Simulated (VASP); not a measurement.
Set up this calculation in VASP 6.6.1, as the native input.

| Item | Value |
| --- | --- |
| Task | relaxation of the atoms |
| Functional | LDA |
| Potentials or basis | VASP PAW LDA potentials, release 64 (Si, Ge_d) |
| Cutoff | 450 eV |
| k mesh | 9 × 9 × 6 |
| Occupations | gaussian, width 0.02 eV |
| Spin | no spin polarisation |
| Dipole correction | no |
| Further INCAR settings | ALGO = Normal; EDIFF = 1e-07; IBRION = 2; EDIFFG = -0.002; NSW = 60 |

The structure of SiGe lies in POSCAR:

```
SiGe
1.0
    3.8550912506      0.0000000000      0.0000000000
   -1.9275456253      3.3386069569      0.0000000000
    0.0000000000      0.0000000000      6.4905937451
Si Ge
2 2
Direct
    0.3333333333      0.6666666667     -0.0000070370
    0.6666666667      0.3333333333      0.4999929630
    0.3333333333      0.6666666667      0.3740070370
    0.6666666667      0.3333333333      0.8740070370
```

This cell differs from its parent crystal: strained cell.

One way to write it, as run:

INCAR

```
SYSTEM = SiGe
PREC = Accurate
ENCUT = 450
EDIFF = 1E-7
ISMEAR = 0
SIGMA = 0.02
LREAL = .FALSE.
LASPH = .TRUE.
NELM = 120
ALGO = Normal
ISIF = 2
LWAVE = .FALSE.
LCHARG = .FALSE.
GGA = CA
IBRION = 2
NSW = 60
EDIFFG = -0.002
GGA_COMPAT = .FALSE.
NELMIN = 4
```

KPOINTS

```
Automatic mesh
0
G
  9 9 6
  0 0 0
```

Potentials or basis: VASP PAW LDA potentials, release 64 (Si, Ge_d).

Run with:

```console
$ cat potpaw_LDA.64/Si/POTCAR potpaw_LDA.64/Ge_d/POTCAR > POTCAR
$ mpirun -np 1 vasp_std > vasp.out
```

Results of the run:

- Energy gained by relaxing: 0.6 meV/atom
- Ionic steps: 3
- Pressure after relaxing: -0.7 GPa
- Band gap on the k mesh: 0.31 eV (least direct gap 0.61 eV)

Caveat: the cell differs from its parent crystal (strained cell); semilocal functionals underestimate gaps, and a narrow one can read as zero.

Run time: 3.5 min on 1 thread of Intel Xeon 8259CL (shared host), peak memory 0.2 GiB.
